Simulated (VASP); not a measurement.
A run of VASP 6.6.1 is set up as follows.

The input INCAR:

```
SYSTEM = HfN
ALGO = Normal ; EDIFF = 1E-6
ENCUT = 520 ; GGA = CA
ISIF = 2 ; ISMEAR = -1
LASPH = .True. ; LCHARG = .False.
LREAL = .False. ; LWAVE = .False.
NBANDS = 14 ; NELM = 100
PREC = Accurate ; SIGMA = 0.05
```

The input KPOINTS:

```
k-points
0
Gamma
  9 9 9
  0 0 0
```

File POSCAR:

```
HfN
1.0
    2.7868492385      0.0000000000      0.0000000000
    0.0000000000      2.7868492385      0.0000000000
    0.0000000000      0.0000000000      2.7868492385
Hf N
1 1
Direct
    0.5000000000      0.5000000000      0.5000000000
    0.0000000000      0.0000000000      0.0000000000
```

Potentials or basis: VASP PAW LDA potentials, release 64 (Hf_pv, N).

Launch:

```bash
$ cat potpaw_LDA.64/Hf_pv/POTCAR potpaw_LDA.64/N/POTCAR > POTCAR
$ mpirun -np 1 vasp_std > vasp.out
```

Task: What does it give for the pressure?

Result: -7.5 GPa.
